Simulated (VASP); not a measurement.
Runs of VASP 6.6.1 on Ti. The structure is that of space group P6_3/mmc (No. 194), or close to it. The cells are those of the table. 

```csv
cell,gap on the mesh (eV),pressure (GPa)
"a = 2.906, b = 2.906, c = 4.591 Å, angles 90.0, 90.0, 120.0°, 2 atoms",none,4.1
"a = 2.935, b = 2.935, c = 4.638 Å, angles 90.0, 90.0, 120.0°, 2 atoms",none,(a)
"a = 2.964, b = 2.964, c = 4.684 Å, angles 90.0, 90.0, 120.0°, 2 atoms",none,-2.9
"a = 2.875, b = 2.875, c = 4.543 Å, angles 90.0, 90.0, 120.0°, 2 atoms",none,8.5
```

Alike in all rows: task single point; level r2SCAN; potentials or basis VASP PAW PBE potentials, release 64 (Ti_sv); no spin polarisation; k mesh 18 × 18 × 10; cutoff (eV) 520; smearing gaussian 0.1 eV.

Fill in the values left out.

(a) 0.4.

Caveats: the PAW data sets were made with another functional, which shifts forces and pressure a little; the cell stands under pressure (at least some runs).

A gap of «none» marks levels without a gap at the run's occupations.
